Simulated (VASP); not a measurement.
Crystal: Si.

```
CELL_PARAMETERS angstrom
0.00000 2.75073 2.75073
2.75073 0.00000 2.75073
2.75073 2.75073 0.00000
ATOMIC_POSITIONS crystal
Si 0.00000 0.00000 0.00000
Si 0.25000 0.25000 0.25000
```

Base run:

```yaml
Program: VASP 6.6.1
Functional: PBEsol
Potentials_or_basis: VASP PAW PBE potentials, release 64 (Si)
Cutoff: 520 eV
k_mesh: 8 × 8 × 8
Occupations: gaussian, width 0.01 eV
Spin: no spin polarisation
```

Its results: band gap on the k mesh 0.56 eV, indirect (least direct gap 2.50 eV); pressure -3.1 GPa.

Problem. The run is repeated on the same cell with these changes: functional from PBEsol to PBE; further incar settings from ALGO = Normal; EDIFF = 1e-07; NBANDS = 11 to ALGO = Normal; EDIFF = 1e-06; NBANDS = 11. What comes out?

Solution. Band gap on the k mesh 0.68 eV, indirect (least direct gap 2.55 eV); pressure -1.5 GPa.

Caveats: the PAW data sets were made with another functional, which shifts forces and pressure a little (some runs).

A k mesh can miss the band edges.
